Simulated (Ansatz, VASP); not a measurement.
## One calculation of SnO2, two programs

```
Sn O
1.0
     3.91893    0.00000    0.00000
     0.00000    3.91893    0.00000
     0.00000    0.00000    3.04600
Sn O
2 4
Direct
  0.00000 0.00000 0.00000
  0.50000 0.50000 0.50000
  0.31326 0.31326 0.00000
  0.68674 0.68674 0.00000
  0.81326 0.18674 0.50000
  0.18674 0.81326 0.50000
```

Change from the starting cell: volume scaled by 0.62, LAPW.

Alike in both runs: task single point; functional PBE; k mesh 8 × 8 × 11; occupations fermi-dirac, width 0.05 eV; no spin polarisation.

```csv
,VASP,Ansatz
version,VASP 6.6.1,Ansatz 0.2.0
potentials or method,"VASP PAW PBE potentials, release 64 (Sn_d, O), cutoff 520 eV","all-electron LAPW, scalar-relativistic"
```

```tsv
	VASP	Ansatz	Ansatz less VASP
gap on the k mesh at the Fermi level (eV)	5.55	5.56	+0.011
pressure (GPa)	244.3	244.1	-0.25
traceless stress, the component that is largest in VASP (GPa)	2.45	-0.02	-2.468
rms of the force components (eV/Å)	0.112	0.010	-0.1028
```

Atom by atom the forces differ by 0.122 eV/Å (rms over components). Both programs put the cell under a high pressure, so it lies far from rest at this level. Ansatz ran all-electron here, and VASP with PAW potentials.

Noted on VASP's run: the cell as given lies far from equilibrium.
